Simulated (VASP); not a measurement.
Ni3Ge: single point with LDA

Crystal: Ni3Ge.

```
CELL_PARAMETERS angstrom
3.53033 0.00000 0.00000
0.00000 3.53033 0.00000
0.00000 0.00000 3.53033
ATOMIC_POSITIONS crystal
Ni 0.50000 0.00000 0.50000
Ni 0.00000 0.50000 0.50000
Ni 0.50000 0.50000 0.00000
Ge 0.00000 0.00000 0.00000
```

| Quantity | Value |
| --- | --- |
| Program | VASP 6.6.1 |
| Task | single point |
| Functional | LDA |
| Potentials or basis | VASP PAW LDA potentials, release 64 (Ni, Ge_d) |
| Cutoff | 520 eV |
| k mesh | 8 × 8 × 8 |
| Occupations | fermi-dirac, width 0.05 eV |
| Spin | collinear spin, ferromagnetic start |
| Starting moments | [0.3, 0.3, 0.3, 0.0] μB |
| Fixed moment | 0.9 μB |
| Dipole correction | no |
| Further INCAR settings | ALGO = Normal; EDIFF = 1e-06; NBANDS = 34 |

```
Pressure                                              : -6.3 GPa
Net moment                                            : 0.90 μB per cell
Site moments                                          : Ni +0.30; Ge +0.01 μB
Valence electrons inside the program's atomic spheres : Ni 9.46; Ge 12.49
```

Run time: 46 s on 1 thread of Intel(R) Xeon(R) 6975P-C (Granite Rapids) (shared host), peak memory 0.2 GiB.

Caveat: the cell stands under tension; the total moment is fixed, so each spin has its own Fermi level.
